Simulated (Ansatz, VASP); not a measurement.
## ZnS: VASP beside Ansatz

Contents of INCAR:

```
SYSTEM = ZnS
PREC = Accurate
ENCUT = 520
EDIFF = 1E-7
ISMEAR = -1
SIGMA = 0.08
LREAL = .False.
LASPH = .True.
NELM = 100
ALGO = Normal
ISIF = 2
LWAVE = .False.
LCHARG = .True.
GGA = PE
LELF = .True.
LVHAR = .True.
NBANDS = 16
```

KPOINTS

```
regular mesh
0
Gamma
  14 14 14
  0 0 0
```

File POSCAR:

```
ZnS
1.0
    0.0000000000      2.4394808399      2.4394808399
    2.4394808399      0.0000000000      2.4394808399
    2.4394808399      2.4394808399      0.0000000000
Zn S
1 1
Direct
    0.0000000000      0.0000000000      0.0000000000
    0.2500000000      0.2500000000      0.2500000000
```

Input for Ansatz:

```yaml
crystal:
  lattice:
    - [0.0, 2.4394808399, 2.4394808399]
    - [2.4394808399, 0.0, 2.4394808399]
    - [2.4394808399, 2.4394808399, 0.0]
  atoms:
    - { symbol: Zn, position: [0.0, 0.0, 0.0] }
    - { symbol: S, position: [0.25, 0.25, 0.25] }
kpoints:
  mp_grid: { grid: [14, 14, 14] }
scf:
  occupations: { method: fermi_dirac, width: 0.08 }
hamiltonian:
  xc: pbe
  pseudopotentials: { kind: paw }
output:
  forces: true
  stress: true
  eigenvalues: true
  populations: true
```

Change from the starting cell: volume scaled by 0.72, PAW files.

Alike in both runs: task single point; functional PBE; k mesh 14 × 14 × 14; occupations fermi-dirac, width 0.08 eV; no spin polarisation.

|  | VASP | Ansatz |
| --- | --- | --- |
| version | VASP 6.6.1 | Ansatz 0.2.0 |
| potentials or method | VASP PAW PBE potentials, release 64 (Zn, S) | PAW with Ansatz's default frozen-core files, scalar-relativistic |
| plane-wave cutoff (eV) | 520 | 420 |
| valence electrons in the cell | 18 | 18 |

Ansatz gave:

| Quantity | Value |
| --- | --- |
| pressure (GPa) | 47.3 |

Question: Which values does VASP return?

Answer: Pressure (GPa): 47.7.

Both programs put the cell under a high pressure, so it lies far from rest at this level. With one functional, cell and mesh, what is left measures potentials, basis and numerics.
